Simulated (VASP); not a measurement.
Input of a VASP 6.6.1 run:

INCAR

```
PREC = Accurate
ENCUT = 520
EDIFF = 1E-7
ISMEAR = -1
SIGMA = 0.1551
LREAL = Auto
LASPH = True
NELM = 60
ALGO = Normal
ISIF = 2
LWAVE = False
LCHARG = False
GGA = PE
IVDW = 12
ISYM = 0
NBANDS = 71
```

The input KPOINTS:

```
Automatic mesh
0
Gamma
  1 1 1
  0.25 0.25 0.25
```

The input POSCAR:

```
Na4Li7S2Cl7
1.0
    7.4728680000      0.0415700000     -0.1084870000
    0.0415700000      7.3694800000     -0.0643420000
   -0.1084870000     -0.0643420000      7.5562280000
Na S Li Cl
4 2 7 7
Direct
    0.6215341251      0.6448561001      0.5235663487
    1.0033936592      0.8305220836      0.8101078501
    0.5381359507      0.7919622342      0.9303123449
    0.8846120330     -0.0067402331      0.1838815909
    0.5231122835      0.5645673475      0.2123582394
    0.0242423830      0.3432049902      0.2706329770
    0.7356622469      0.1393479527      0.6253058690
    0.2681805389      0.6247685723      0.2928221543
    0.0192521072      0.2948959059      0.5422242150
    0.8008530043      0.4336611131      0.1091566802
    0.4597299890      0.2170811527      0.2265579020
    0.2309477853      0.3128663305     -0.0407406608
    1.2876996170      1.0655279479      0.7221810760
    0.8498037633      0.7409237715      0.0646118908
    0.5330130112      0.2094138885      0.8665850330
   -0.0078602746      0.2157372800      0.8291445455
    0.6262649289      0.0208444661      0.4082668996
    0.2467027101      0.9376633736      1.0071479015
    0.2960179882      0.5140369754      0.6798774826
    0.0904603818      0.9080266998      0.5100718281
```

Potentials or basis: VASP PAW PBE potentials, release 64 (Na_pv, S, Li_sv, Cl).

The run is started by

```sh
$ cat potpaw_PBE.64/Na_pv/POTCAR potpaw_PBE.64/S/POTCAR potpaw_PBE.64/Li_sv/POTCAR potpaw_PBE.64/Cl/POTCAR > POTCAR
$ mpirun -np 1 vasp_std > vasp.out
```

**Question.** What does it give for the band gap on the k mesh?

**Answer.** 1.92 eV.

**Question.** What does it give for the dispersion energy per atom?

**Answer.** -0.204 eV.

**Question.** What does it give for the largest force?

**Answer.** 4.869 eV/Å.

Forces in eV/Å, atoms in the order of the input:
```
Na  -0.081 -0.163 -0.160
Na   0.350 -0.538 -0.588
Na  -0.357 -0.464  0.395
Na   1.238  4.223  2.085
S    0.290 -1.765 -0.570
S    0.920 -0.039 -0.546
Li   0.291  0.733  1.435
Li  -1.708 -0.106  0.512
Li   0.947  0.216  0.374
Li  -0.684  0.437 -0.076
Li  -0.183  0.567  0.131
Li   0.405  0.858  0.702
Li  -0.114 -0.043 -0.241
Cl  -0.315 -3.641 -2.097
Cl   0.704 -0.525 -0.119
Cl  -1.454  0.063 -0.950
Cl  -1.019 -0.627 -0.623
Cl   0.467  0.252  0.721
Cl   0.021  0.364  0.085
Cl   0.283  0.198 -0.470
```

Caveat: the k points lie up to 0.85 Å⁻¹ apart.
